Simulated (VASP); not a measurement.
Write the native input for VASP 6.6.1 that does the following.

- Task: single point
- Functional: PBE
- Potentials or basis: VASP PAW PBE potentials, release 64 (Co)
- Cutoff: 520 eV
- k mesh: 10 × 10 × 6
- Occupations: fermi-dirac, width 0.1 eV
- Spin: non-collinear spin, typed start, spin-orbit coupling
- Starting moments: [[2.0, 0.0, 0.0], [2.0, 0.0, 0.0]] μB
- Dipole correction: no
- Further INCAR settings: ALGO = Normal; EDIFF = 1e-07; NBANDS = 30

The structure of Co lies in POSCAR:

```
Co
1.0
    2.5070000000      0.0000000000      0.0000000000
   -1.2535000000      2.1711256873      0.0000000000
    0.0000000000      0.0000000000      4.0690000000
Co
2
Direct
    0.3333333333      0.6666666667      0.2500000000
    0.6666666667      0.3333333333      0.7500000000
```

One way to write it, as run:

INCAR

```
SYSTEM = Co
PREC = Accurate ; ENCUT = 520
EDIFF = 1E-7 ; ISMEAR = -1
SIGMA = 0.1 ; LREAL = .FALSE.
LASPH = .TRUE. ; NELM = 150
ALGO = Normal ; ISIF = 2
LWAVE = .FALSE. ; LCHARG = .TRUE.
MAGMOM = 2 0 0 2 0 0 ; LORBIT = 11
LSORBIT = .TRUE. ; GGA_COMPAT = .FALSE.
LORBMOM = .TRUE. ; LMAXMIX = 4
GGA = PE ; LVHAR = .TRUE.
NBANDS = 30
```

KPOINTS

```
regular mesh
0
G
  10 10 6
  0 0 0
```

Potentials or basis: VASP PAW PBE potentials, release 64 (Co).

Launch:

```sh
$ cat potpaw_PBE.64/Co/POTCAR > POTCAR
$ mpirun -np 1 vasp_ncl > vasp.out
```

It gave:

The pressure is -3.8 GPa and the largest force is 0.003 eV/Å. The net moment is 3.30 μB per cell. The valence electrons inside the program's atomic spheres are Co 8.23.

Caveat: the cell stands under tension.

It took 8.7 min on 1 thread of Intel(R) Xeon(R) Platinum 8488C (Sapphire Rapids), on a shared host, peak memory 0.3 GiB.
